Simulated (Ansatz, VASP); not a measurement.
**Rh in VASP and in Ansatz**

```xyz
1
Lattice="0.0000 1.8635 1.9016 1.9016 0.0000 1.9016 1.9016 1.8635 0.0000" Properties=species:S:1:pos:R:3 pbc="T T T"
Rh    0.0000    0.0000    0.0000
```

Change from the starting cell: strain -0.0200 x Voigt [0, 1, 0, 0, 0, 0], atoms carried along.

Alike in both runs: task single point; functional PBEsol; k mesh 22 × 22 × 22; occupations gaussian, width 0.15 eV; no spin polarisation.

```csv
,VASP,Ansatz
version,VASP 6.6.1,Ansatz 0.2.0
potentials or method,"VASP PAW PBE potentials, release 64 (Rh_pv), cutoff 520 eV","scalar-relativistic, plane waves, PAW"
valence electrons in the cell,15,17
```

Ansatz gave:

* gap on the k mesh at the Fermi level (eV): none
* pressure (GPa): 0.7
* traceless stress, the component that is largest in VASP (GPa): 3.47

**Question.** What did VASP give for the same quantities?

**Answer.** gap on the k mesh at the Fermi level (eV): none; pressure (GPa): 0.7; traceless stress, the component that is largest in VASP (GPa): 3.46.

VASP's potentials were made for PBE, not for PBEsol. A gap of «none» marks a metal or a gap that the smearing closes. The functional is the same, so the differences come from potentials, cutoffs and numerics. VASP's potentials hold 15 valence electrons a cell and Ansatz's 17, so a difference there can come from the potentials and not from the codes.
